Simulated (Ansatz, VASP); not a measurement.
C2N in VASP and in Ansatz

```
C N
1.0
     6.18761    0.00000    0.00000
    -3.09381    5.35863    0.00000
     0.00000    0.00000    2.49713
C N
4 2
Cartesian
  3.0938 1.7862 0.6243
  0.0000 3.5724 1.8728
  0.0000 0.0000 0.0000
  0.0000 0.0000 1.2486
  3.0938 1.7862 1.8728
  0.0000 3.5724 0.6243
```

Change from the starting cell: species swapped into the Pr2Tl type (P6_3/mmc, No. 194).

Alike in both runs: functional PBE; k mesh 3 × 3 × 6; occupations gaussian, width 0.1 eV; no spin polarisation.

Ansatz relaxed the structure, and its values are those at the end. VASP's run is a single point on that final structure, the one shown.

|  | VASP | Ansatz |
| --- | --- | --- |
| version | VASP 6.6.1 | Ansatz 0.2.0 |
| potentials or method | VASP PAW PBE potentials, release 64 (C, N), cutoff 520 eV | scalar-relativistic, plane waves, PAW |
| valence electrons in the cell | 26 | 26 |

VASP gave:

```
gap on the k mesh at the Fermi level (eV) : none
pressure (GPa)                            : 0.0
```

**Question.** What did Ansatz give for the same quantities?

**Answer.** gap on the k mesh at the Fermi level (eV): none; pressure (GPa): 0.3.

A gap of «none» marks a metal or a gap that the smearing closes.

The k mesh is coarse, so the values compare programs but aren't converged. Noted on VASP's run: the standard files for N, O and F lose accuracy on very short bonds.
